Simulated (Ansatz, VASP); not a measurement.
Si in VASP and in Ansatz

File POSCAR:

```
Si
1.0
    2.6205428149      0.0000000000      0.0000000000
   -1.3102714075      2.2694566494      0.0000000000
    0.0000000000      0.0000000000      2.0964012315
Si
1
Direct
    0.0000000000      0.0000000000      0.0000000000
```

INCAR.step1

```
SYSTEM = Si
  PREC = Accurate
  ENCUT = 520
  ISMEAR = 0
  SIGMA = 0.15
  LREAL = .FALSE.
  LASPH = .TRUE.
  NELM = 60
  NBANDS = 8
  GGA = PE
  ALGO = Normal
  EDIFF = 1E-4
  LWAVE = .TRUE.
  LCHARG = .FALSE.
```

INCAR.step2

```
SYSTEM = Si
  PREC = Accurate
  ENCUT = 520
  EDIFF = 1E-6
  ISMEAR = 0
  SIGMA = 0.15
  LREAL = .FALSE.
  LASPH = .TRUE.
  NELM = 60
  ALGO = Normal
  ISIF = 2
  LWAVE = .FALSE.
  LCHARG = .TRUE.
  METAGGA = R2SCAN
  LMIXTAU = .TRUE.
  LELF = .TRUE.
  LVHAR = .TRUE.
  NBANDS = 8
  ISTART = 1
```

Contents of KPOINTS:

```
Automatic mesh
0
G
  24 24 20
  0 0 0
```

Input for Ansatz:

```yaml
crystal:
  lattice:
    - [2.6205428149, 0.0, 0.0]
    - [-1.3102714075, 2.2694566494, 0.0]
    - [0.0, 0.0, 2.0964012315]
  atoms:
    - { symbol: Si, position: [0.0, 0.0, 0.0] }
basis:
  ecutwfc: 500
kpoints:
  mp_grid: { grid: [24, 24, 20] }
hamiltonian:
  xc: r2scan
scf:
  occupations: { method: gaussian, width: 0.15 }
output:
  forces: true
  stress: true
  eigenvalues: true
```

Change from the starting cell: strain -0.1500 x Voigt [0, 0, 1, 0, 0, 0], atoms carried along.

Alike in both runs: task single point; functional r2SCAN; k mesh 24 × 24 × 20; occupations gaussian, width 0.15 eV; no spin polarisation.

|  | VASP | Ansatz |
| --- | --- | --- |
| version | VASP 6.6.1 | Ansatz 0.2.0 |
| potentials or method | VASP PAW PBE potentials, release 64 (Si), cutoff 520 eV | scalar-relativistic, plane waves, PAW |
| valence electrons in the cell | 4 | 4 |

```csv
,VASP,Ansatz,Ansatz less VASP
gap on the k mesh at the Fermi level (eV),none,none,-
pressure (GPa),44.9,45.1,+0.21
"traceless stress, the component that is largest in VASP (GPa)",68.62,69.23,+0.610
```

VASP's potentials were made for PBE, not for r2SCAN. A gap of «none» marks a metal or a gap that the smearing closes. Both programs put the cell under a high pressure, so it lies far from rest at this level.
